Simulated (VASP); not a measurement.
Input of a VASP 6.6.1 run:

File INCAR:

```
PREC = Accurate ; ENCUT = 700
EDIFF = 1E-6 ; ISMEAR = 0
SIGMA = 0.15 ; LREAL = False
LASPH = True ; NELM = 120
ALGO = Normal ; ISIF = 2
LWAVE = False ; LCHARG = False
NBANDS = 16 ; GGA_COMPAT = False
```

Contents of KPOINTS:

```
regular mesh
0
Gamma
  18 18 16
```

Contents of POSCAR:

```
TaN
1.0
    2.9379988584      0.0000000000      0.0000000000
   -1.4689994292      2.5443816477      0.0000000000
    0.0000000000      0.0000000000      2.8830000000
Ta N
1 1
Direct
    0.3333333333      0.6666666667      0.5000000000
    0.0000000000      0.0000000000      0.0260145682
```

Potentials or basis: VASP PAW LDA potentials, release 64 (Ta_sv_GW, N).

Command:

```bash
$ cat potpaw_LDA.64/Ta_sv_GW/POTCAR potpaw_LDA.64/N/POTCAR > POTCAR
$ mpirun -np 1 vasp_std > vasp.out
```

(1) What does it give for the band gap on the k mesh?

(2) Estimate the pressure.

(3) What does it give for the largest force?

## Answers

(1) zero (bands 9 and 10 overlap by 0.42 eV).

(2) -9.4 GPa.

(3) 1.021 eV/Å.

Caveat: the cell differs from its parent crystal (all N atoms moved +0.075 Å, as atom 2 along Cartesian [0 0 1]); the cell stands under tension; spin-orbit coupling is left out, which moves the levels of the heavy elements; forces of over 1 eV/Å act on the atoms, so gaps and moduli don't describe the material at rest.
